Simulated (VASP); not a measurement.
Runs of VASP 6.6.1 on Ir. The structure is that of space group Fd-3m (No. 227), or close to it. The cells are those of the table. 

```tsv
cell	gap on the mesh (eV)	pressure (GPa)
a = 3.965 Å, angles 60.0°, 2 atoms	none	(b)
a = 3.991 Å, angles 60.0°, 2 atoms	none	-7.0
a = 4.017 Å, angles 60.0°, 2 atoms	none	-9.7
a = 3.939 Å, angles 60.0°, 2 atoms	none	-0.6
a = 3.913 Å, angles 60.0°, 2 atoms	none	(a)
```

Alike in all rows: task single point; level PBE; potentials or basis VASP PAW PBE potentials, release 64 (Ir); no spin polarisation; k mesh 12 × 12 × 12; cutoff (eV) 520; smearing fermi-dirac 0.0612256 eV.

Question: Estimate the missing entries.

Answer: (a) 3.2; (b) -4.0.

Caveats: spin-orbit coupling is left out, which moves the levels of the heavy elements.

A k mesh can miss the band edges, and the runs leave out spin-orbit coupling on Ir.

A gap of «none» marks levels without a gap at the run's occupations.
